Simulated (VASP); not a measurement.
Write the native input for VASP 6.6.1 that does the following.

- Task: density of states
- Functional: PBE
- Potentials or basis: VASP PAW PBE potentials, release 64 (B, P)
- Cutoff: 520 eV
- k mesh: 10 × 10 × 10
- Occupations: gaussian, width 0.02 eV
- Spin: no spin polarisation
- Dipole correction: no
- k mesh for the DOS: 15 × 15 × 15
- Occupations for the DOS: tetrahedron
- Further INCAR settings: ALGO = Normal; EDIFF = 1e-06; NBANDS = 11

BP:

```
B P
1.0
     0.00000    2.27415    2.27415
     2.27415    0.00000    2.27415
     2.27415    2.27415    0.00000
B P
1 1
Direct
  0.00000 0.00000 0.00000
  0.25000 0.25000 0.25000
```

These files were run (other wordings do the same):

POSCAR

```
BP
1.0
    0.0000000000      2.2741519252      2.2741519252
    2.2741519252      0.0000000000      2.2741519252
    2.2741519252      2.2741519252      0.0000000000
B P
1 1
Direct
    0.0000000000      0.0000000000      0.0000000000
    0.2500000000      0.2500000000      0.2500000000
```

INCAR.step1

```
  ALGO = Normal
  EDIFF = 1E-6
  ENCUT = 520
  GGA = PE
  ISIF = 2
  ISMEAR = 0
  LASPH = True
  LCHARG = True
  LREAL = False
  LWAVE = False
  NBANDS = 11
  NELM = 100
  PREC = Accurate
  SIGMA = 0.02
```

KPOINTS.step1

```
k-points
0
Gamma
  10 10 10
```

INCAR.step2

```
  ALGO = Normal
  EDIFF = 1E-6
  ENCUT = 520
  GGA = PE
  ICHARG = 11
  ISIF = 2
  ISMEAR = -5
  LASPH = True
  LCHARG = False
  LORBIT = 10
  LREAL = False
  LWAVE = False
  NBANDS = 11
  NEDOS = 1001
  NELM = 100
  PREC = Accurate
  SIGMA = 0.02
```

KPOINTS.step2

```
k-points
0
Gamma
  15 15 15
```

Potentials or basis: VASP PAW PBE potentials, release 64 (B, P).

Run with:

```sh
$ cat potpaw_PBE.64/B/POTCAR potpaw_PBE.64/P/POTCAR > POTCAR
$ cp INCAR.step1 INCAR
$ cp KPOINTS.step1 KPOINTS
$ mpirun -np 1 vasp_std > vasp.out
$ cp INCAR.step2 INCAR
$ cp KPOINTS.step2 KPOINTS
$ mpirun -np 1 vasp_std > vasp.out
```

It gave:

```
Valence electrons inside the program's atomic spheres : B 1.93; P 2.56
```

It took 12 s on 1 thread of Intel(R) Xeon(R) Platinum 8488C (Sapphire Rapids), with other jobs on the host, peak memory 0.14 GiB.
